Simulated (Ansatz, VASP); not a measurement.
One calculation of H, two programs

```
H
1.0
    11.00000    0.00000    0.00000
     0.00000   11.50000    0.00000
     0.00000    0.00000   12.00000
H
2
Direct
  0.45455 0.47826 0.46666
  0.45455 0.47826 0.52918
```

Alike in both runs: task single point; functional LDA; k mesh 1 × 1 × 1; no spin polarisation.

|  | VASP | Ansatz |
| --- | --- | --- |
| version | VASP 6.6.1 | Ansatz 0.2.0 |
| potentials or method | VASP PAW LDA potentials, release 64 (H) | scalar-relativistic, plane waves, PAW |
| plane-wave cutoff (eV) | 400 | 420 |
| occupations | gaussian, width 0.01 eV | fixed |
| valence electrons in the cell | 2 | 2 |

VASP gave:

| Property | Result |
| --- | --- |
| rms of the force components (eV/Å) | 0.315 |

Which values does Ansatz return?

rms of the force components (eV/Å): 0.297.

LDA's correlation is that of Perdew and Zunger in VASP and of Perdew and Wang (1992) in Ansatz. Atom by atom the forces differ by 0.018 eV/Å (rms over components).
